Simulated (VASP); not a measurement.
KCaHfSbO6:

```
K Ca Hf Sb O
1.0
     0.00000    4.05547    4.05547
     4.05547    0.00000    4.05547
     4.05547    4.05547    0.00000
K Ca Hf Sb O
1 1 1 1 6
Direct
  0.25000 0.25000 0.25000
  0.75000 0.75000 0.75000
  0.00000 0.00000 0.00000
  0.50000 0.50000 0.50000
  0.74563 0.25437 0.25437
  0.25437 0.74563 0.74563
  0.74563 0.74563 0.25437
  0.25437 0.25437 0.74563
  0.25437 0.74563 0.25437
  0.74563 0.25437 0.74563
```

* Program: VASP 6.6.1
* Task: relaxation of cell and atoms
* Functional: PBEsol
* Potentials or basis: VASP PAW PBE potentials, release 64 (K_sv, Ca_sv, Hf_pv, Sb, O)
* Cutoff: 600 eV
* k mesh: 6 × 6 × 6
* Occupations: gaussian, width 0.02 eV
* Spin: no spin polarisation

At the start: pressure -5.0 GPa; volume 13.34 Å³/atom.

Question: Where does the relaxation end?

Answer: Over 6 steps the energy falls by 6.5 meV/atom and the volume is 12.94 Å³/atom (-3.0 %); space group F-43m (No. 216, to 0.1 Å) before and after.

The path:
```tsv
step	energy change (eV)	largest force (eV/Å)	pressure (GPa)	volume (Å³)
1	0.0000	0.0564	-5.00	133.40
2	0.0025	0.0202	5.74	125.53
3	-0.0648	0.0201	-0.01	129.41
4	-0.0647	0.0197	0.09	129.33
5	-0.0647	0.0197	-0.07	129.44
6	-0.0648	0.0008	0.00	129.39
```

Final structure:
```
K Ca Hf Sb O
1.0
     0.00000    4.01440    4.01440
     4.01440    0.00000    4.01440
     4.01440    4.01440    0.00000
K Ca Hf Sb O
1 1 1 1 6
Cartesian
  2.0072 2.0072 2.0072
  6.0216 6.0216 6.0216
  0.0000 0.0000 0.0000
  4.0144 4.0144 4.0144
  2.0405 4.0144 4.0144
  5.9883 4.0144 4.0144
  4.0144 4.0144 5.9883
  4.0144 4.0144 2.0405
  4.0144 2.0405 4.0144
  4.0144 5.9883 4.0144
```

Caveat: the PAW data sets were made with another functional, which shifts forces and pressure a little.
